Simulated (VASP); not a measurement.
Input of a VASP 6.6.1 run:

INCAR

```
ALGO = Normal
EDIFF = 1E-7
ENCUT = 520
GGA = PE
ISIF = 2
ISMEAR = 0
LASPH = True
LCHARG = False
LREAL = False
LWAVE = False
NBANDS = 27
NELM = 80
PREC = Accurate
SIGMA = 0.1
```

File KPOINTS:

```
k-points
0
Gamma
  6 6 2
```

POSCAR

```
KSr
1.0
    4.2951124565     -0.0000000001      0.0000000000
   -2.1475562282      3.7196764994      0.0000000000
    0.0000000000      0.0000000000     16.1304198110
K Sr
2 2
Direct
    0.3333333333      0.6666666667      0.0599012998
    0.6666666667      0.3333333333      0.5599012998
    0.3333333333      0.6666666667      0.3221987002
    0.6666666667      0.3333333333      0.8221987002
```

Potentials or basis: VASP PAW PBE potentials, release 64 (K_sv, Sr_sv).

Command:

```bash
$ cat potpaw_PBE.64/K_sv/POTCAR potpaw_PBE.64/Sr_sv/POTCAR > POTCAR
$ mpirun -np 1 vasp_std > vasp.out
```

Question: Estimate the largest force.

Answer: 0.005 eV/Å.

Question: Estimate the pressure.

Answer: 0.0 GPa.

Question: Estimate the band gap on the k mesh.

Answer: Zero (band 19 reaches 0.94 eV, above the bottom of band 20 at -0.69 eV).

Forces on the atoms (eV/Å):
```
K    0.000  0.000 -0.005
K    0.000  0.000 -0.005
Sr   0.000  0.000  0.005
Sr   0.000  0.000  0.005
```
